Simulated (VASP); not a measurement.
Runs of VASP 6.6.1 on Re. The structure is that of space group Im-3m (No. 229), or close to it. The cells are those of the table. 

| level | cell | k mesh | gap on the mesh (eV) | pressure (GPa) |
| --- | --- | --- | --- | --- |
| r2SCAN | a = 2.681 Å, angles 109.5°, 1 atom | 18 × 18 × 18 | none | (b) |
| PBE | a = 2.696 Å, angles 109.5°, 1 atom | 8 × 8 × 8 | none | (a) |
| r2SCAN | a = 2.660 Å, angles 109.5°, 1 atom | 18 × 18 × 18 | none | 9.7 |
| r2SCAN | a = 2.696 Å, angles 109.5°, 1 atom | 18 × 18 × 18 | none | -5.9 |
| PBE | a = 2.729 Å, angles 109.5°, 1 atom | 8 × 8 × 8 | none | -12.4 |

Alike in all rows: task single point; potentials or basis VASP PAW PBE potentials, release 64 (Re); no spin polarisation; cutoff (eV) 520; smearing gaussian 0.05 eV.

**Question.** Fill in the values left out.

**Answer.** (a) -0.5; (b) 0.1.

Caveats: spin-orbit coupling is left out, which moves the levels of the heavy elements; the PAW data sets were made with another functional, which shifts forces and pressure a little (some runs).

A k mesh can miss the band edges, and the runs leave out spin-orbit coupling on Re.

A gap of «none» marks levels without a gap at the run's occupations.
